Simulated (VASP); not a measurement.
# TiO2 (I4_1/amd) in VASP: single point with LDA+U

Aim: the single point of TiO2 with LDA+U.

Everything below comes from runs of VASP 6.6.1. Logs are shortened: lines on timing, memory, paths and dates and some standing lists are left out, and cuts for length are marked.

## (1) The cell of the first run

It takes space group I4_1/amd (No. 141, tetragonal). The conventional cell has a = 3.804 Å, b = 3.804 Å, c = 9.614 Å, α = 90.00°, β = 90.00°, γ = 90.00°. Within 2.6 Å of Ti (site symmetry -4m2) lie 6 O at 1.95 to 2.00 Å. O (site symmetry 2mm) has 3 Ti at 1.95 to 2.00 Å and 2 O at 2.48 Å within 2.6 Å.

## (2) Single point, LDA+U, collinear spin, zero start

File INCAR:

```
PREC = Accurate ; ENCUT = 520
EDIFF = 1E-7 ; ISMEAR = -1
SIGMA = 0.05 ; LREAL = False
LASPH = True ; NELM = 150
ALGO = Normal ; ISIF = 2
LWAVE = False ; LCHARG = False
ISPIN = 2 ; MAGMOM = 0 0 0 0 0 0
LORBIT = 11 ; NUPDOWN = 0.0
LMAXMIX = 4 ; LDAU = True
LDAUTYPE = 2 ; LDAUL = 2 -1
LDAUU = 3 0 ; LDAUJ = 0 0
LDAUPRINT = 1 ; NBANDS = 37
ISYM = 0
```

File KPOINTS:

```
regular mesh
0
Gamma
  5 5 7
```

File POSCAR:

```
TiO2
1.0
   -1.9020000000      1.9020000000      4.8070000000
    1.9020000000     -1.9020000000      4.8070000000
    1.9020000000      1.9020000000     -4.8070000000
Ti O
2 4
Direct
    0.0000000000      0.0000000000      0.0000000000
    0.7500000000      0.2500000000      0.5000000000
    0.2076000000      0.2076000000      0.0000000000
    0.9576000000      0.4576000000      0.5000000000
    0.5424000000      0.0424000000      0.5000000000
    0.7924000000      0.7924000000      0.0000000000
```

Potentials or basis: VASP PAW LDA potentials, release 64 (Ti_sv, O).

On the command line:

```
cat potpaw_LDA.64/Ti_sv/POTCAR potpaw_LDA.64/O/POTCAR > POTCAR
mpirun -np 1 vasp_std > vasp.out
```

OUTCAR:

```text
PREC = Accurate
   ENCUT = 520
   EDIFF = 1E-7
   ISMEAR = -1
   LREAL = False
   LASPH = True
   NELM = 150
   ISIF = 2
   ISPIN = 2
   LORBIT = 11
   NUPDOWN = 0.0
   ISYM = 0

 ion  position               nearest neighbor table
   1  0.000  0.000  0.000-   5 1.95   4 1.95   5 1.95   4 1.95   3 2.00   6 2.00
   2  0.750  0.250  0.500-   6 1.95   3 1.95   6 1.95   3 1.95   4 2.00   5 2.00
   3  0.208  0.208  0.000-   2 1.95   2 1.95   1 2.00
   4  0.958  0.458  0.500-   1 1.95   1 1.95   2 2.00
   5  0.542  0.042  0.500-   1 1.95   1 1.95   2 2.00
   6  0.792  0.792  0.000-   2 1.95   2 1.95   1 2.00

IMPORTANT INFORMATION: All symmetrisations will be switched off!
NOSYMM: (Re-)initialisation of all symmetry stuff for point group C_1.

----------------------------------------------------------------------------------------

                                     Primitive cell

  volume of cell :      69.5593

  direct lattice vectors                    reciprocal lattice vectors
    -1.902000000  1.902000000  4.807000000     0.000000000  0.262881178  0.104014978
     1.902000000 -1.902000000  4.807000000     0.262881178  0.000000000  0.104014978
     1.902000000  1.902000000 -4.807000000     0.262881178  0.262881178  0.000000000

  length of vectors
     5.508398769  5.508398769  5.508398769     0.282711212  0.282711212  0.371770127

  position of ions in fractional coordinates (direct lattice)
     0.000000000  0.000000000  0.000000000
     0.750000000  0.250000000  0.500000000
     0.207600000  0.207600000  0.000000000
     0.957600000  0.457600000  0.500000000
     0.542400000  0.042400000  0.500000000
     0.792400000  0.792400000  0.000000000

  ion indices of the primitive-cell ions
   primitive index   ion index
                 1           1
                 2           2
                 3           3
                 4           4
                 5           5
                 6           6

----------------------------------------------------------------------------------------

 KPOINTS: regular mesh

Automatic generation of k-mesh.
 Grid dimensions read from file:
 generate k-points for:    5    5    7

 Generating k-lattice:

  Cartesian coordinates                     Fractional coordinates (reciprocal lattice)
     0.000000000  0.052576236  0.020802996     0.200000000  0.000000000  0.000000000
     0.052576236  0.000000000  0.020802996     0.000000000  0.200000000  0.000000000
     0.037554454  0.037554454  0.000000000     0.000000000  0.000000000  0.142857143

  Length of vectors
     0.056542242  0.056542242  0.053110018

  Shift w.r.t. Gamma in fractional coordinates (k-lattice)
     0.000000000  0.000000000  0.000000000

 -----------------------------------------------------------------------------
|                                                                             |
|           W    W    AA    RRRRR   N    N  II  N    N   GGGG   !!!           |
|           W    W   A  A   R    R  NN   N  II  NN   N  G    G  !!!           |
|           W    W  A    A  R    R  N N  N  II  N N  N  G       !!!           |
|           W WW W  AAAAAA  RRRRR   N  N N  II  N  N N  G  GGG   !            |
|           WW  WW  A    A  R   R   N   NN  II  N   NN  G    G                |
|           W    W  A    A  R    R  N    N  II  N    N   GGGG   !!!           |
|                                                                             |
|     Your reciprocal lattice and k-lattice belong to different lattice       |
|     classes:                                                                |
|                                                                             |
|        The reciprocal lattice is body-centered tetragonal,                  |
|        whereas your k-lattice is base-centered monoclinic.                  |
|                                                                             |
|     Results are often still useful ...                                      |
|                                                                             |
 -----------------------------------------------------------------------------

 WARNING: IBZKPT: internal override: KBLOWUP is changed to .FALSE.
      ... skipping the blow-up phase ...

 Subroutine IBZKPT returns following result:
 ===========================================

 Found     88 irreducible k-points:

 Following reciprocal coordinates:
            Coordinates               Weight
  0.000000  0.000000  0.000000      1.000000
  0.200000  0.000000 -0.000000      2.000000
  0.400000  0.000000 -0.000000      2.000000
[... 91 lines left out ...]
  0.0000  0.1089  0.0000 -0.0000 -0.0000
  0.0000  0.0000  0.2520  0.0000 -0.0000
  0.0000 -0.0000  0.0000  0.1089  0.0000
  0.0000 -0.0000 -0.0000  0.0000  0.2535

spin component  2

  0.1139  0.0000  0.0000  0.0000 -0.0000
  0.0000  0.1089  0.0000 -0.0000 -0.0000
  0.0000  0.0000  0.2520  0.0000  0.0000
  0.0000 -0.0000  0.0000  0.1089  0.0000
 -0.0000 -0.0000  0.0000  0.0000  0.2535

 occupancies and eigenvectors

  o =  0.1089  v =  0.0000  0.0000  0.0000  0.0000  0.0000 -0.0001  0.6823 -0.0000  0.7311 -0.0000      0.0000  0.0000  0.0000  0.0000  0.0000  0.0000  0.0000  0.0000  0.0000  0.0000
  o =  0.1089  v = -0.0001  0.7219 -0.0000  0.6920  0.0000  0.0000  0.0000  0.0000  0.0000  0.0000      0.0000  0.0000  0.0000  0.0000  0.0000  0.0000  0.0000  0.0000  0.0000  0.0000
  o =  0.1089  v =  0.0000  0.0000  0.0000  0.0000  0.0000 -0.0000  0.7311 -0.0000 -0.6823  0.0000      0.0000  0.0000  0.0000  0.0000  0.0000  0.0000  0.0000  0.0000  0.0000  0.0000
  o =  0.1089  v =  0.0000 -0.6920 -0.0000  0.7219 -0.0000  0.0000  0.0000  0.0000  0.0000  0.0000      0.0000  0.0000  0.0000  0.0000  0.0000  0.0000  0.0000  0.0000  0.0000  0.0000
  o =  0.1139  v =  0.0000  0.0000  0.0000  0.0000  0.0000 -1.0000 -0.0000  0.0000 -0.0000 -0.0000      0.0000  0.0000  0.0000  0.0000  0.0000  0.0000  0.0000  0.0000  0.0000  0.0000
  o =  0.1139  v = -1.0000 -0.0000  0.0000 -0.0000  0.0000  0.0000  0.0000  0.0000  0.0000  0.0000      0.0000  0.0000  0.0000  0.0000  0.0000  0.0000  0.0000  0.0000  0.0000  0.0000
  o =  0.2520  v =  0.0000  0.0000  0.0000  0.0000  0.0000 -0.0000 -0.0000 -1.0000 -0.0000  0.0000      0.0000  0.0000  0.0000  0.0000  0.0000  0.0000  0.0000  0.0000  0.0000  0.0000
  o =  0.2520  v = -0.0000 -0.0000 -1.0000 -0.0000 -0.0000  0.0000  0.0000  0.0000  0.0000  0.0000      0.0000  0.0000  0.0000  0.0000  0.0000  0.0000  0.0000  0.0000  0.0000  0.0000
  o =  0.2535  v =  0.0000  0.0000  0.0000  0.0000  0.0000 -0.0000 -0.0000  0.0000  0.0000  1.0000      0.0000  0.0000  0.0000  0.0000  0.0000  0.0000  0.0000  0.0000  0.0000  0.0000
  o =  0.2535  v = -0.0000  0.0000  0.0000 -0.0000 -1.0000  0.0000  0.0000  0.0000  0.0000  0.0000      0.0000  0.0000  0.0000  0.0000  0.0000  0.0000  0.0000  0.0000  0.0000  0.0000

atom =   2  type =  1  l = 2

 onsite density matrix

spin component  1

  0.1139  0.0000  0.0000  0.0000 -0.0000
  0.0000  0.1089  0.0000 -0.0000 -0.0000
  0.0000  0.0000  0.2520  0.0000 -0.0000
  0.0000 -0.0000  0.0000  0.1089  0.0000
 -0.0000 -0.0000 -0.0000  0.0000  0.2535

spin component  2

  0.1139  0.0000  0.0000  0.0000  0.0000
  0.0000  0.1089  0.0000 -0.0000 -0.0000
  0.0000  0.0000  0.2520  0.0000  0.0000
  0.0000 -0.0000  0.0000  0.1089  0.0000
  0.0000 -0.0000  0.0000  0.0000  0.2535

 occupancies and eigenvectors

  o =  0.1089  v =  0.0000  0.0000  0.0000  0.0000  0.0000 -0.0001  0.6950 -0.0000  0.7190  0.0000      0.0000  0.0000  0.0000  0.0000  0.0000  0.0000  0.0000  0.0000  0.0000  0.0000
  o =  0.1089  v = -0.0001  0.7246 -0.0000  0.6892 -0.0000  0.0000  0.0000  0.0000  0.0000  0.0000      0.0000  0.0000  0.0000  0.0000  0.0000  0.0000  0.0000  0.0000  0.0000  0.0000
  o =  0.1089  v =  0.0000  0.6892  0.0000 -0.7246  0.0000  0.0000  0.0000  0.0000  0.0000  0.0000      0.0000  0.0000  0.0000  0.0000  0.0000  0.0000  0.0000  0.0000  0.0000  0.0000
  o =  0.1089  v =  0.0000  0.0000  0.0000  0.0000  0.0000  0.0000 -0.7190  0.0000  0.6950 -0.0000      0.0000  0.0000  0.0000  0.0000  0.0000  0.0000  0.0000  0.0000  0.0000  0.0000
  o =  0.1139  v =  0.0000  0.0000  0.0000  0.0000  0.0000 -1.0000 -0.0000  0.0000 -0.0000  0.0000      0.0000  0.0000  0.0000  0.0000  0.0000  0.0000  0.0000  0.0000  0.0000  0.0000
  o =  0.1139  v = -1.0000 -0.0000  0.0000 -0.0000 -0.0000  0.0000  0.0000  0.0000  0.0000  0.0000      0.0000  0.0000  0.0000  0.0000  0.0000  0.0000  0.0000  0.0000  0.0000  0.0000
  o =  0.2520  v =  0.0000  0.0000  0.0000  0.0000  0.0000 -0.0000 -0.0000 -1.0000 -0.0000  0.0000      0.0000  0.0000  0.0000  0.0000  0.0000  0.0000  0.0000  0.0000  0.0000  0.0000
  o =  0.2520  v = -0.0000 -0.0000 -1.0000 -0.0000 -0.0000  0.0000  0.0000  0.0000  0.0000  0.0000      0.0000  0.0000  0.0000  0.0000  0.0000  0.0000  0.0000  0.0000  0.0000  0.0000
  o =  0.2535  v =  0.0000  0.0000  0.0000  0.0000  0.0000 -0.0000  0.0000 -0.0000 -0.0000 -1.0000      0.0000  0.0000  0.0000  0.0000  0.0000  0.0000  0.0000  0.0000  0.0000  0.0000
  o =  0.2535  v = -0.0000 -0.0000 -0.0000  0.0000  1.0000  0.0000  0.0000  0.0000  0.0000  0.0000      0.0000  0.0000  0.0000  0.0000  0.0000  0.0000  0.0000  0.0000  0.0000  0.0000

 number of electron      47.9999994 magnetization      -0.0000000

 Free energy of the ion-electron system (eV)
  ---------------------------------------------------
  ext. energy  EPLUGINS =         0.00000000
  ---------------------------------------------------
  free energy    TOTEN  =       -54.59171064 eV

  energy without entropy =      -54.59171064  energy(sigma->0) =      -54.59171064

 E-fermi :   4.2405     XC(G=0): -11.2463

 val. band max:        3.0957890099   @ k =   0.0000   0.0000   0.4286
 cond. band min:       5.4582153043   @ k =   0.0000   0.0000   0.0000
 fundamental gap:      2.3624262944
 Fermi energy:         4.2404683482

 spin component 1

 k-point     1 :       0.0000    0.0000    0.0000
  band No.  band energies     occupation
      1     -53.3906      1.00000
      2     -53.3343      1.00000
      3     -30.1989      1.00000
      4     -29.9731      1.00000
      5     -29.9731      1.00000
      6     -29.9073      1.00000
[... 1865 lines left out ...]
     35      13.3653      0.00000
     36      14.0136      0.00000

 [... further k-points ...]

 [bands above 36 left out]

------------------------ aborting loop because EDIFF is reached ----------------------------------------

  FORCE on cell =-STRESS in cart. coord.  units (eV):
  Direction    XX          YY          ZZ          XY          YZ          ZX
  --------------------------------------------------------------------------------------
  -------------------------------------------------------------------------------------
  Total       -1.7045083     -1.7044881     -2.1833779     -0.0001061     -0.0001867     -0.0001867
  in kB      -39.2603849    -39.2599198    -50.2903149     -0.0024432     -0.0042995     -0.0043011
  external PRESSURE =     -42.9368732 kB  Pullay stress =       0.0000000 kB

 VOLUME and BASIS-vectors are now :
 -----------------------------------------------------------------------------
  energy-cutoff  :      520.00
  volume of cell :       69.56
      direct lattice vectors                 reciprocal lattice vectors
    -1.902000000  1.902000000  4.807000000     0.000000000  0.262881178  0.104014978
     1.902000000 -1.902000000  4.807000000     0.262881178  0.000000000  0.104014978
     1.902000000  1.902000000 -4.807000000     0.262881178  0.262881178  0.000000000

 POSITION                                       TOTAL-FORCE (eV/Angst)
 -----------------------------------------------------------------------------------
      0.00000      0.00000      0.00000         0.000020     -0.000020     -0.000002
      0.00000      1.90200      2.40350        -0.000021      0.000021      0.000001
      0.00000      0.00000      1.99587         0.000009     -0.000006     -0.122246
      0.00000      1.90200      4.39937        -0.000006      0.000009     -0.122247
      0.00000      1.90200      0.40763        -0.000009      0.000005      0.122246
      0.00000      0.00000      7.61813         0.000006     -0.000009      0.122247
 -----------------------------------------------------------------------------------
    total drift:                                0.000000      0.000002     -0.000001

  FREE ENERGIE OF THE ION-ELECTRON SYSTEM (eV)
  ---------------------------------------------------
  free  energy   TOTEN  =       -54.5917106445 eV

  energy  without entropy=      -54.5917106445  energy(sigma->0) =      -54.59171064

 total charge

# of ion       s       p       d       tot
------------------------------------------
    1        2.232   6.308   1.645  10.185
    2        2.232   6.308   1.645  10.185
    3        1.558   3.493   0.000   5.051
    4        1.558   3.493   0.000   5.051
    5        1.558   3.493   0.000   5.051
    6        1.558   3.493   0.000   5.051
--------------------------------------------------
tot         10.696  26.589   3.291  40.576

 magnetization (x)

# of ion       s       p       d       tot
------------------------------------------
    1        0.000   0.000  -0.000   0.000
    2        0.000   0.000  -0.000   0.000
    3       -0.000   0.000   0.000  -0.000
    4       -0.000  -0.000   0.000  -0.000
    5       -0.000  -0.000   0.000  -0.000
    6       -0.000   0.000   0.000  -0.000
--------------------------------------------------
tot          0.000   0.000  -0.000   0.000
```

It took 6.8 min on 1 thread of Intel Xeon 6975P-C (Granite Rapids), shared host; peak memory 0.43 GiB.

What came out:

| Quantity | Value |
| --- | --- |
| Free energy | -54.5917 eV |
| Pressure | -4.3 GPa |
| Largest force | 0.122 eV/Å |
| Net moment | 0.00 μB per cell |
| Valence electrons inside the program's atomic spheres | Ti 10.19; O 5.05 |

Forces on the atoms (eV/Å):
```
Ti   0.000  0.000  0.000
Ti   0.000  0.000  0.000
O    0.000  0.000 -0.122
O    0.000  0.000 -0.122
O    0.000  0.000  0.122
O    0.000  0.000  0.122
```

Stress tensor (GPa, compression positive):
```
-3.93  0.00  0.00
 0.00 -3.93  0.00
 0.00  0.00 -5.03
```

Eigenvalues of the final occupation matrices:
| site | spin | trace | eigenvalues |
| --- | --- | --- | --- |
| site 1 d | 1 | 0.84 | 0.11 0.11 0.11 0.25 0.25 |
| site 1 d | 2 | 0.84 | 0.11 0.11 0.11 0.25 0.25 |
| site 2 d | 1 | 0.84 | 0.11 0.11 0.11 0.25 0.25 |
| site 2 d | 2 | 0.84 | 0.11 0.11 0.11 0.25 0.25 |

Caveat: the cell stands under tension; the total moment is fixed, so each spin has its own Fermi level.
